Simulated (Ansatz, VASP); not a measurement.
# One calculation of Pt, two programs

Contents of POSCAR:

```
Pt
1.0
    0.0000000000      1.9705765473      1.9705765473
    1.9705765473      0.0000000000      1.9705765473
    1.9705765473      1.9705765473      0.0000000000
Pt
1
Direct
    0.0000000000      0.0000000000      0.0000000000
```

INCAR.step1

```
SYSTEM = Pt
PREC = Accurate ; ENCUT = 520
ISMEAR = -1 ; SIGMA = 0.1
LREAL = .False. ; LASPH = .True.
NELM = 60 ; NBANDS = 11
GGA = PE ; ALGO = Normal
EDIFF = 1E-4 ; LWAVE = .True.
LCHARG = .False.
```

INCAR.step2

```
SYSTEM = Pt
PREC = Accurate ; ENCUT = 520
EDIFF = 1E-6 ; ISMEAR = -1
SIGMA = 0.1 ; LREAL = .False.
LASPH = .True. ; NELM = 60
ALGO = Normal ; ISIF = 2
LWAVE = .False. ; LCHARG = .False.
METAGGA = R2SCAN ; LMIXTAU = .True.
NBANDS = 11 ; ISTART = 1
```

Contents of KPOINTS:

```
regular mesh
0
Gamma
  8 8 8
  0 0 0
```

Input for Ansatz:

```yaml
crystal:
  lattice:
    - [0.0, 1.9705765473, 1.9705765473]
    - [1.9705765473, 0.0, 1.9705765473]
    - [1.9705765473, 1.9705765473, 0.0]
  atoms:
    - { symbol: Pt, position: [0.0, 0.0, 0.0] }
hamiltonian:
  xc: r2scan
  pseudopotentials:
    kind: paw
    azcp:
      Pt: "pseudopotentials/Pt.paw.azcp"
basis:
  ecutwfc: 500
  fft_grid_basis: typed
kpoints:
  mp_grid: { grid: [8, 8, 8], shift: [0, 0, 0] }
magnetization:
  spin_polarized: false
scf:
  occupations: { method: fermi_dirac, width: 0.1 }
  lower_state_search: "off"
output:
  stress: true
  write_density: true
  write_potential: true
  elf: true
  volumetric_format: npy
```

Alike in both runs: task single point; functional r2SCAN; k mesh 8 × 8 × 8; occupations fermi-dirac, width 0.1 eV; no spin polarisation.

|  | VASP | Ansatz |
| --- | --- | --- |
| version | VASP 6.6.1 | Ansatz 0.2.0 |
| potentials or method | VASP PAW PBE potentials, release 64 (Pt), cutoff 520 eV | plane waves (500 eV) with PAW, scalar-relativistic |
| valence electrons in the cell | 10 | 18 |

Ansatz gave:

- pressure (GPa): -0.3

Problem. What did VASP give for the same quantities?

Solution. Pressure (GPa): 0.4.

VASP's potentials were made for PBE, not for r2SCAN. The functional is the same, so the differences come from potentials, cutoffs and numerics. VASP's potentials hold 10 valence electrons a cell and Ansatz's 18, so a difference there can come from the potentials and not from the codes.

Spin-orbit coupling is off throughout.
